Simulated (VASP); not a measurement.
Input of a VASP 6.6.1 run:

The input INCAR:

```
SYSTEM = MgSiS3
PREC = Accurate
ENCUT = 520
EDIFF = 1E-6
ISMEAR = -1
SIGMA = 0.05
LREAL = Auto
LASPH = .True.
NELM = 100
ALGO = Normal
ISIF = 2
LWAVE = .False.
LCHARG = .True.
GGA = PS
LELF = .True.
LVHAR = .True.
NBANDS = 64
```

KPOINTS

```
Automatic mesh
0
Gamma
  4 4 2
  0 0 0
```

Contents of POSCAR:

```
MgSiS3
1.0
    4.4046766904      4.4046891309     -0.0000105369
   -4.3415820804      4.3419422356     -0.0006858285
   -0.0005099915      0.0006083105      8.8299690435
Mg Si S
4 4 12
Direct
    0.0468325021     -0.0069284064     -0.0294532387
   -0.0525838188      0.0040652789      0.4705349017
    0.5468264977      0.5040583012     -0.0294597305
    0.4473940073      0.4930535175      0.4705797331
    0.5084567723     -0.0035132180      0.2411520325
    0.4857958656      0.0005714337      0.7411424715
    1.0084342319      0.5006185745      0.2411744838
    0.9857947380      0.4965260959      0.7411977774
    0.4318862719      0.1152775043      0.0031142843
    0.3512124609      0.6604495662      0.2043452260
    0.2341216079      0.1991185267      0.3262814158
    0.5623765611     -0.1181682636      0.5031047163
    0.2601372091      0.6991122127      0.8262787635
    0.1430320645      0.1604384046      0.7043274233
    0.9318599012      0.3818403311      0.0031192553
    0.7340967081      0.2980203602      0.3262540086
    0.8512204637      0.8366931585      0.2043221996
    1.0623586509      0.6152773700      0.5031288493
    0.6430279534      0.3366390451      0.7043133714
    0.7601455564      0.7979985637      0.8262446091
```

Potentials or basis: VASP PAW PBE potentials, release 64 (Mg, Si, S).

Command:

```sh
$ cat potpaw_PBE.64/Mg/POTCAR potpaw_PBE.64/Si/POTCAR potpaw_PBE.64/S/POTCAR > POTCAR
$ mpirun -np 1 vasp_std > vasp.out
```

Q: What does it give for the pressure?

A: -0.1 GPa.

Q: What does it give for the largest force?

A: 0.011 eV/Å.

Q: Predict the band gap on the k mesh.

A: 1.44 eV (least direct gap 1.59 eV).

Forces on the atoms (eV/Å):
```
Mg   0.001 -0.002 -0.001
Mg  -0.002  0.001 -0.001
Mg  -0.002  0.001 -0.001
Mg   0.001 -0.002 -0.002
Si  -0.007  0.000 -0.006
Si   0.005  0.005 -0.003
Si   0.000 -0.004 -0.003
Si   0.004  0.005 -0.009
S   -0.005  0.005  0.001
S    0.007  0.000 -0.003
S    0.005 -0.005  0.005
S    0.004 -0.005  0.003
S    0.004 -0.004  0.007
S   -0.001 -0.007 -0.002
S    0.004 -0.005  0.002
S   -0.005  0.007  0.006
S    0.002  0.005 -0.001
S   -0.005  0.004  0.001
S   -0.006 -0.001  0.000
S   -0.003  0.002  0.007
```

Caveat: the PAW data sets were made with another functional, which shifts forces and pressure a little. A k mesh can miss the band edges.
